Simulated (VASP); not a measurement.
Runs of VASP 6.6.1 on RbVF3. It takes space group Pm-3m (No. 221, cubic). Conventional cell: a = 4.182 Å, b = 4.182 Å, c = 4.182 Å, α = 90.00°, β = 90.00°, γ = 90.00°. Rb (site symmetry m-3m) has 12 F at 2.96 Å and 8 V at 3.62 Å within 3.9 Å. Within 2.8 Å of V (site symmetry m-3m) lie 6 F at 2.09 Å. F (site symmetry 4/mmm) has 2 V at 2.09 Å within 2.8 Å. 

```csv
spin,fixed moment (μB),gap on the mesh (eV),pressure (GPa),moment (μB)
"collinear, ferromagnetic start",0.75,-,(a),0.75
"collinear, ferromagnetic start",-,2.28,-3.2,(b)
off,-,none,-7.4,-
"collinear, ferromagnetic start",2.7,-,-3.2,2.70
"collinear, zero start",0.0,-,-7.4,0.00
"collinear, ferromagnetic start",3.3,-,-0.9,3.30
```

Alike in all rows: task single point; level LDA+U; potentials or basis VASP PAW LDA potentials, release 64 (Rb_sv, V_sv, F); V d U = 4.0 eV; cell as given; k mesh 5 × 5 × 5; cutoff (eV) 520; smearing gaussian 0.05 eV.

Question: Estimate the missing entries.

Answer: (a) -7.2; (b) 3.00.

Caveats: the cell stands under tension (at least some runs); the total moment is fixed, so each spin has its own Fermi level and the state may be an excited one (at least some runs); an odd mesh through Γ misses points on the zone boundary, where band edges can lie (at least some runs); an odd number of electrons without spin polarisation forces a metal (at least some runs); a magnetic or distorted state may lie lower (at least some runs); U without spin polarisation on a metal has little footing (at least some runs); the total moment is fixed, so each spin has its own Fermi level (at least some runs).

A k mesh can miss the band edges, and the runs leave out spin-orbit coupling on Rb.

A gap of «none» marks levels without a gap at the run's occupations.
